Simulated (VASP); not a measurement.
## Mo: single point with PBE

The system is Mo.

```
Mo
1.0
    -2.55795    1.76815    1.76815
     1.76815   -2.55795    1.76815
     1.76815    1.76815   -2.55795
Mo
1
Direct
  0.00000 0.00000 0.00000
```

| Item | Value |
| --- | --- |
| Program | VASP 6.6.1 |
| Task | single point |
| Functional | PBE |
| Potentials or basis | VASP PAW PBE potentials, release 64 (Mo_sv) |
| Cutoff | 520 eV |
| k mesh | 22 × 22 × 22 |
| Occupations | gaussian, width 0.15 eV |
| Spin | no spin polarisation |
| Dipole correction | no |
| Further INCAR settings | ALGO = Fast; EDIFF = 1e-06; NBANDS = 13 |

```
Pressure               : 189.6 GPa
Band gap on the k mesh : zero (band 7 reaches 13.34 eV, above the bottom of band 8 at 6.98 eV)
```

Stress tensor (GPa, compression positive):
```
189.57 199.62 199.62
199.62 189.57 199.62
199.62 199.62 189.57
```

Levels at points of the mesh, in eV from the Fermi level:
```csv
k point,band 3,band 4,band 5,band 6,band 7,band 8,band 9,band 10,band 11,band 12
"(0.00, 0.00, 0.00)",-37.58,-25.56,-9.20,-3.86,-3.86,-2.92,8.17,13.06,13.06,13.96
"(0.50, 0.00, 0.00)",-33.17,-33.14,-9.31,-9.09,2.98,3.52,6.52,7.43,13.23,16.79
"(0.50, 0.50, 0.00)",-37.61,-25.56,-7.70,-4.80,-1.93,-1.19,3.29,7.13,13.07,13.11
"(0.50, 0.50, 0.50)",-33.18,-33.18,-9.36,-9.36,3.44,3.44,9.34,11.63,11.63,12.38
```

Wall time 5 min on 1 thread of Intel(R) Xeon(R) Platinum 8259CL CPU @ 2.50GHz (Skylake/Cascade Lake), on a shared host, peak memory 0.35 GiB.
